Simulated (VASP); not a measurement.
# ScIn3N2 (R-3m) in VASP: further runs, part 2 of 2

VASP 6.6.1. The steps go on from the part before.

### Step 4. Single point, PBE, collinear spin, ferromagnetic start

This run uses another cell than the first one, of 32.25 Å³/atom.

File INCAR:

```
ALGO     = Normal         # electronic algorithm
EDIFF    = 1E-6           # SCF threshold, eV
ENCUT    = 520            # plane-wave cutoff, eV
GGA      = PE             # functional
ISIF     = 2              # what is computed and relaxed
ISMEAR   = 0              # smearing method
ISPIN    = 2              # spin polarisation
LASPH    = T              # aspherical terms in the spheres
LCHARG   = T              # write CHGCAR
LELF     = T              # ELF
LMAXMIX  = 4              # l up to which the mixer works
LORBIT   = 11             # projections on sites
LREAL    = F              # projectors in reciprocal space
LVHAR    = T            
LWAVE    = F              # write WAVECAR
MAGMOM   = 0 0 0 0 1 1    # initial moments
NBANDS   = 43             # bands
NELM     = 150            # most SCF steps
PREC     = Accurate       # precision mode
SIGMA    = 0.1            # smearing width, eV
```

File KPOINTS:

```
k-points
0
Gamma
  3 3 3
```

File POSCAR:

```
ScIn3N2
1.0
    3.6057156905      2.0817609245      4.2958845228
   -3.6057156905      2.0817609245      4.2958845228
    0.0000000000     -4.1635218490      4.2958845228
Sc In N
1 3 2
Direct
    0.0000000000      0.0000000000      0.0000000000
    0.0000000000      0.0000000000      0.5000000000
    0.5000000000      0.0000000000      0.0000000000
    0.0000000000      0.5000000000      0.0000000000
    0.4570012465      0.4570012465      0.4570012465
    0.5429987535      0.5429987535      0.5429987535
```

Potentials or basis: VASP PAW PBE potentials, release 64 (Sc_sv, In_d, N).

On the command line:

```
> cat potpaw_PBE.64/Sc_sv/POTCAR potpaw_PBE.64/In_d/POTCAR potpaw_PBE.64/N/POTCAR > POTCAR
> mpirun -np 1 vasp_std > vasp.out
```

OUTCAR:

```text
EDIFF = 1E-6
   ENCUT = 520
   GGA = PE
   ISIF = 2
   ISMEAR = 0
   ISPIN = 2
   LASPH = T
   LORBIT = 11
   LREAL = F
   NELM = 150
   PREC = Accurate

 ion  position               nearest neighbor table
   1  0.000  0.000  0.000-   2 2.99   2 2.99   4 2.99   3 2.99   4 2.99   3 2.99
   2  0.000  0.000  0.500-   1 2.99   1 2.99   3 3.61   4 3.61   4 3.61   3 3.61
   3  0.500  0.000  0.000-   1 2.99   1 2.99   2 3.61   2 3.61   4 3.61   4 3.61
   4  0.000  0.500  0.000-   1 2.99   1 2.99   2 3.61   2 3.61   3 3.61   3 3.61
   5  0.457  0.457  0.457-   6 1.11
   6  0.543  0.543  0.543-   5 1.11

  LATTYP: Found a trigonal (rhomboedric) cell.
 ALAT       =     5.9824357933
 COS(alpha) =     0.2734644614

  Lattice vectors:

 A1 = (   3.6057156905,   2.0817609245,   4.2958845228)
 A2 = (  -3.6057156905,   2.0817609245,   4.2958845228)
 A3 = (   0.0000000000,  -4.1635218490,   4.2958845228)

Analysis of symmetry for initial positions (statically):
=====================================================================
 Subroutine PRICEL returns:
 Original cell was already a primitive cell.

 Routine SETGRP: Setting up the symmetry group for a
 trigonal (rhombohedral) supercell.

 Subroutine GETGRP returns: Found 12 space group operations
 (whereof 12 operations were pure point group operations)
 out of a pool of 12 trial point group operations.

The static configuration has the point symmetry D_3d.

Analysis of symmetry for dynamics (positions and initial velocities):
=====================================================================
 Subroutine PRICEL returns:
 Original cell was already a primitive cell.

 Routine SETGRP: Setting up the symmetry group for a
 trigonal (rhombohedral) supercell.

 Subroutine GETGRP returns: Found 12 space group operations
 (whereof 12 operations were pure point group operations)
 out of a pool of 12 trial point group operations.

The dynamic configuration has the point symmetry D_3d.

Analysis of structural, dynamic, and magnetic symmetry:
=====================================================================
 Subroutine PRICEL returns:
 Original cell was already a primitive cell.

 Routine SETGRP: Setting up the symmetry group for a
 trigonal (rhombohedral) supercell.

 Subroutine GETGRP returns: Found 12 space group operations
 (whereof 12 operations were pure point group operations)
 out of a pool of 12 trial point group operations.

The overall configuration has the point symmetry D_3d.

 Subroutine INISYM returns: Found 12 space group operations
 (whereof 12 operations are pure point group operations),
 and found     1 'primitive' translations

----------------------------------------------------------------------------------------

                                     Primitive cell

  volume of cell :     193.4756

  direct lattice vectors                    reciprocal lattice vectors
     3.605715690  2.081760925  4.295884523     0.138668726  0.080060426  0.077593644
    -3.605715690  2.081760925  4.295884523    -0.138668726  0.080060426  0.077593644
     0.000000000 -4.163521849  4.295884523     0.000000000 -0.160120852  0.077593644

  length of vectors
     5.982435793  5.982435793  5.982435793     0.177931056  0.177931056  0.177931056

  position of ions in fractional coordinates (direct lattice)
     0.000000000  0.000000000  0.000000000
[... 75 lines left out ...]
   POTIM  = 0.5000    time-step for ionic-motion
   TEBEG  =    0.0;   TEEND  =   0.0 temperature during run
   PSTRESS=    0.0 pullay stress
   NELECT =      60.0000    total number of electrons
   NUPDOWN=      -1.0000    fix difference up-down
   EMIN   =  10.00;   EMAX   =-10.00  energy-range for DOS
   EFERMI =   0.00;   METHOD = LEGACY
   ISMEAR =     0;   SIGMA  =   0.10  broadening in eV -4-tet -1-fermi 0-gaus
   EFERMI_NEDOS =   21; number of points for ismear=-14 and -15
   IALGO  =     38    algorithm
   IMIX   =      4    mixing-type and parameters
     AMIX     =   0.40;   BMIX     =  1.00
     AMIX_MAG =   1.60;   BMIX_MAG =  1.00
  volume/ion in A,a.u.               =      32.25       217.61
  Fermi-wavevector in a.u.,A,eV,Ry     =   1.108111  2.094026 16.706724  1.227910
  Thomas-Fermi vector in A             =   2.244634
   LORBIT       =     11    0 simple, 1 ext, 2 COOP (PROOUT), +10 PAW based schemes
   GGA     = PE    functional components
   LHFCALC =     F    Hartree Fock is set to
   AEXX    =    0.0000 exact exchange contribution
   IVDW    =     0    specifies the selected vdW correction
   LEPSILON=     F    determine dielectric tensor
   LRPA    =     F    only Hartree local field effects (RPA)
 spin polarized calculation
 Gauss-broadening in eV      SIGMA  =   0.10
  energy-cutoff  :      520.00
  volume of cell :      193.48
 maximum number of plane-waves:      5227
 NGX is ok and might be reduce to    48
   NGX = 23   NGY = 23   NGZ = 23

 number of electron      60.0000019 magnetization      -0.0384789

 number of electron      60.0000019 magnetization       0.0016034

 Free energy of the ion-electron system (eV)
  ---------------------------------------------------
  ext. energy  EPLUGINS =         0.00000000
  ---------------------------------------------------
  free energy    TOTEN  =       -27.90118228 eV

  energy without entropy =      -27.82752229  energy(sigma->0) =      -27.86435228

 E-fermi :   2.6198     XC(G=0):  -7.9277

 val. band max:        2.6181649493   @ k =   0.3333   0.3333  -0.0000
 cond. band min:       2.6400731124   @ k =   0.3333  -0.0000  -0.0000
 fundamental gap:      0.0219081631
 Fermi energy:         2.6198260274

 spin component 1

 k-point     1 :       0.0000    0.0000    0.0000
  band No.  band energies     occupation
      1     -47.2296      1.00000
      2     -25.9751      1.00000
      3     -25.9751      1.00000
      4     -25.6693      1.00000
      5     -21.6749      1.00000
      6     -11.8704      1.00000
[... 259 lines left out ...]
     41       6.6267      0.00000
     42       7.5156      0.00000
 Fermi energy:         2.6198260274

 spin component 2

 k-point     1 :       0.0000    0.0000    0.0000
  band No.  band energies     occupation
      1     -47.2297      1.00000
      2     -25.9751      1.00000
      3     -25.9751      1.00000
      4     -25.6697      1.00000
      5     -21.6748      1.00000
      6     -11.8703      1.00000
[... 259 lines left out ...]
     41       6.6269      0.00000
     42       7.5156      0.00000
 [bands above 42 left out]

------------------------ aborting loop because EDIFF is reached ----------------------------------------

  FORCE on cell =-STRESS in cart. coord.  units (eV):
  Direction    XX          YY          ZZ          XY          YZ          ZX
  --------------------------------------------------------------------------------------
  -------------------------------------------------------------------------------------
  Total       -0.0071509     -0.0071509      1.5543952      0.0000000      0.0000000      0.0000000
  in kB       -0.0592172     -0.0592172     12.8719949      0.0000000      0.0000000      0.0000000
  external PRESSURE =       4.2511869 kB  Pullay stress =       0.0000000 kB

 VOLUME and BASIS-vectors are now :
 -----------------------------------------------------------------------------
  energy-cutoff  :      520.00
  volume of cell :      193.48
      direct lattice vectors                 reciprocal lattice vectors
     3.605715690  2.081760925  4.295884523     0.138668726  0.080060426  0.077593644
    -3.605715690  2.081760925  4.295884523    -0.138668726  0.080060426  0.077593644
     0.000000000 -4.163521849  4.295884523     0.000000000 -0.160120852  0.077593644

 POSITION                                       TOTAL-FORCE (eV/Angst)
 -----------------------------------------------------------------------------------
      0.00000      0.00000      0.00000         0.000000      0.000000     -0.000000
      0.00000     -2.08176      2.14794        -0.000000     -0.000000     -0.000000
      1.80286      1.04088      2.14794         0.000000     -0.000000     -0.000000
     -1.80286      1.04088      2.14794        -0.000000      0.000000     -0.000000
      0.00000      0.00000      5.88967         0.000000      0.000000     -1.589996
      0.00000      0.00000      6.99798         0.000000     -0.000000      1.589996
 -----------------------------------------------------------------------------------
    total drift:                                0.000000     -0.000000      0.000000

  FREE ENERGIE OF THE ION-ELECTRON SYSTEM (eV)
  ---------------------------------------------------
  free  energy   TOTEN  =       -27.9011822794 eV

  energy  without entropy=      -27.8275222904  energy(sigma->0) =      -27.86435228

 total charge

# of ion       s       p       d       tot
------------------------------------------
    1        2.238   6.099   1.020   9.358
    2        1.035   0.467   9.825  11.326
    3        1.035   0.467   9.825  11.326
    4        1.035   0.467   9.825  11.326
    5        1.373   2.489   0.000   3.862
    6        1.373   2.489   0.000   3.862
--------------------------------------------------
tot          8.089  12.477  30.495  51.062

 magnetization (x)

# of ion       s       p       d       tot
------------------------------------------
    1       -0.000   0.000  -0.000  -0.000
    2        0.000   0.000   0.000   0.000
    3        0.000   0.000   0.000   0.000
    4        0.000   0.000   0.000   0.000
    5        0.000   0.000   0.000   0.000
    6        0.000   0.000   0.000   0.000
--------------------------------------------------
tot          0.000   0.001  -0.000   0.000
```

It took 2 min on 1 thread of Intel Xeon 6975P-C (Granite Rapids), shared host; peak memory 0.44 GiB.

What came out:

```
Free energy                                           : -27.9012 eV
Pressure                                              : 0.4 GPa
Largest force                                         : 1.590 eV/Å
Band gap on the k mesh                                : zero (filled and empty bands overlap)
Net moment                                            : 0.00 μB per cell
Valence electrons inside the program's atomic spheres : Sc 9.36; In 11.33; N 3.86
```

Forces on the atoms (eV/Å):
```
Sc   0.000  0.000  0.000
In   0.000  0.000  0.000
In   0.000  0.000  0.000
In   0.000  0.000  0.000
N    0.000  0.000 -1.590
N    0.000  0.000  1.590
```

Levels at points of the mesh, in eV from the Fermi level:
Spin up:
```
           k point  band 27  band 28  band 29  band 30  band 31  band 32  band 33  band 34
(0.00, 0.00, 0.00)    -3.71    -1.43    -0.18    -0.18     0.94     0.94     1.26     1.49
```
Spin down:
| k point | band 27 | band 28 | band 29 | band 30 | band 31 | band 32 | band 33 | band 34 |
| --- | --- | --- | --- | --- | --- | --- | --- | --- |
| (0.00, 0.00, 0.00) | -3.71 | -1.43 | -0.18 | -0.18 | 0.94 | 0.94 | 1.26 | 1.49 |

Caveat: the k points lie up to 0.37 Å⁻¹ apart; the standard files for N, O and F lose accuracy on very short bonds; spin-orbit coupling is left out, which moves the levels of the heavy elements; forces of over 1 eV/Å act on the atoms, so gaps and moduli don't describe the material at rest.

### Step 5. Relaxation of cell and atoms, PBE, collinear spin, ferromagnetic start

File INCAR:

```
SYSTEM = ScIn3N2
  PREC = Accurate
  ENCUT = 600
  EDIFF = 1E-7
  ISMEAR = 0
  SIGMA = 0.1
  LREAL = .False.
  LASPH = .True.
  NELM = 150
  ALGO = Normal
  ISIF = 3
  LWAVE = .False.
  LCHARG = .False.
  ISPIN = 2
  MAGMOM = 0 0 0 0 1 1
  LORBIT = 11
  LMAXMIX = 4
  GGA = PE
  IBRION = 2
  NSW = 90
  EDIFFG = -0.04
```

File KPOINTS:

```
regular mesh
0
Gamma
  3 3 3
  0 0 0
```

File POSCAR:

```
ScIn3N2
1.0
    3.2145339600      1.8559120500      3.9586659300
   -3.2145339600      1.8559120500      3.9586659300
    0.0000000000     -3.7118241000      3.9586659300
Sc In N
1 3 2
Direct
    0.0000000000      0.0000000000      0.0000000000
    0.0000000000      0.0000000000      0.5000000000
    0.5000000000      0.0000000000      0.0000000000
    0.0000000000      0.5000000000      0.0000000000
    0.4098742800      0.4098742800      0.4098742800
    0.5901257200      0.5901257200      0.5901257200
```

On the command line:

```
> cat potpaw_PBE.64/Sc_sv/POTCAR potpaw_PBE.64/In_d/POTCAR potpaw_PBE.64/N/POTCAR > POTCAR
> mpirun -np 1 vasp_std > vasp.out
```

It took 37 min on 1 thread of Intel Xeon 6975P-C (Granite Rapids), shared host; peak memory 0.45 GiB.

It converged, with:

| Property | Result |
| --- | --- |
| Free energy | -27.8878 eV |
| Relaxed volume | 32.19 Å³/atom |
| Relaxed cell | a = 5.962 Å, b = 5.962 Å, c = 5.962 Å, α = 74.83°, β = 74.83°, γ = 74.83° |
| Space group after relaxing (to 0.1 Å) | R-3m (No. 166) |
| Pressure after relaxing | 0.0 GPa |
| Largest force after relaxing | 0.006 eV/Å |
| Band gap on the k mesh | zero (filled and empty bands overlap) |
| Net moment | 0.00 μB per cell |
| Valence electrons inside the program's atomic spheres | Sc 9.36; In 11.33; N 3.84 |

Forces in eV/Å, atoms in the order of the input:
```
Sc   0.000  0.000  0.000
In   0.000  0.000  0.000
In   0.000  0.000  0.000
In   0.000  0.000  0.000
N    0.000  0.000  0.006
N    0.000  0.000 -0.006
```

Final structure:
```
CELL_PARAMETERS angstrom
3.62240 2.09140 4.24836
-3.62240 2.09140 4.24836
0.00000 -4.18279 4.24836
ATOMIC_POSITIONS crystal
Sc 0.00000 0.00000 0.00000
In 0.00000 0.00000 0.50000
In 0.50000 0.00000 0.00000
In 0.00000 0.50000 0.00000
N 0.54392 0.54392 0.54392
N 0.45608 0.45608 0.45608
```

Levels at points of the mesh, in eV from the Fermi level:
Spin up:
```tsv
k point	band 26	band 27	band 28	band 29	band 30	band 31	band 32	band 33	band 34	band 35
(0.00, 0.00, 0.00)	-3.71	-3.71	-1.38	-0.19	-0.19	0.94	0.94	1.28	1.61	1.78
```
Spin down:
| k point | band 28 | band 29 | band 30 | band 31 | band 32 | band 33 |
| --- | --- | --- | --- | --- | --- | --- |
| (0.00, 0.00, 0.00) | -1.38 | -0.19 | -0.19 | 0.94 | 0.94 | 1.28 |

Caveat: the k points lie up to 0.37 Å⁻¹ apart in the final cell; the volume moved by over 15 % at a fixed basis, so the end points are rough; spin-orbit coupling is left out, which moves the levels of the heavy elements.

### Step 6. The runs side by side

| task | spin | cell | k mesh | cutoff (eV) | gap on the mesh (eV) | pressure (GPa) | moment (μB) | largest force (eV/Å) |
| --- | --- | --- | --- | --- | --- | --- | --- | --- |
| single point | collinear, ferromagnetic start | a = 5.427 Å, angles 72.6°, 6 atoms, atomic positions A | 3 × 3 × 3 | 520 | none | 0.7 | 0.28 | 2.49 |
| single point | off | a = 5.998 Å, angles 72.6°, 6 atoms, atomic positions B | 6 × 6 × 6 | 520 | none | 0.4 | - | 1.61 |
| single point | collinear, ferromagnetic start | a = 5.982 Å, angles 74.1°, 6 atoms, atomic positions B | 3 × 3 × 3 | 520 | none | 0.4 | 0.00 | 1.59 |
| relaxation of cell and atoms | collinear, ferromagnetic start | relaxed from a = 5.427 Å, angles 72.6°, 6 atoms, atomic positions A | 3 × 3 × 3 | 600 | none | 0.0 | 0.00 | 0.01 |

Alike in all rows: level PBE; potentials or basis VASP PAW PBE potentials, release 64 (Sc_sv, In_d, N); smearing gaussian 0.1 eV.

Caveats: some runs use coarse meshes; spin-orbit coupling is left out, which moves the levels of the heavy elements; forces of over 1 eV/Å act on the atoms, so gaps and moduli don't describe the material at rest (at least some runs); the standard files for N, O and F lose accuracy on very short bonds (at least some runs); the volume moved by over 15 % at a fixed basis, so the end points are rough (at least some runs).

Absolute energies hang on the potentials; compare differences alone.
